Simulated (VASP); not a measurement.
SnSe: single point with LDA

Crystal: SnSe.

```
CELL_PARAMETERS angstrom
0.00000 2.98489 2.98489
2.98489 0.00000 2.98489
2.98489 2.98489 0.00000
ATOMIC_POSITIONS crystal
Sn 0.00000 0.00000 0.00000
Se 0.50000 0.50000 0.50000
```

| Item | Value |
| --- | --- |
| Program | VASP 6.6.1 |
| Task | single point |
| Functional | LDA |
| Potentials or basis | VASP PAW LDA potentials, release 64 (Sn_d, Se) |
| Cutoff | 520 eV |
| k mesh | 4 × 4 × 4 |
| Occupations | gaussian, width 0.01 eV |
| Spin | no spin polarisation |

```
Pressure               : -3.5 GPa
Band gap on the k mesh : 0.71 eV, direct
```

Levels at points of the mesh, in eV from the valence-band top:
```csv
k point,band 8,band 9,band 10,band 11,band 12,band 13
"(0.00, 0.00, 0.00)",-2.16,-2.16,-2.16,4.43,4.43,4.43
"(0.50, 0.00, 0.00)",-1.90,-1.90,0.00,0.71,1.29,1.29
"(0.50, 0.50, 0.00)",-5.55,-3.65,-3.65,3.03,5.49,5.49
```

Wall time 2.7 s on 1 thread of Intel(R) Xeon(R) 6975P-C (Granite Rapids), on a shared host, peak memory 0.15 GiB.

Caveat: the k points lie up to 0.46 Å⁻¹ apart; spin-orbit coupling is left out, which moves the levels of the heavy elements. A k mesh can miss the band edges.
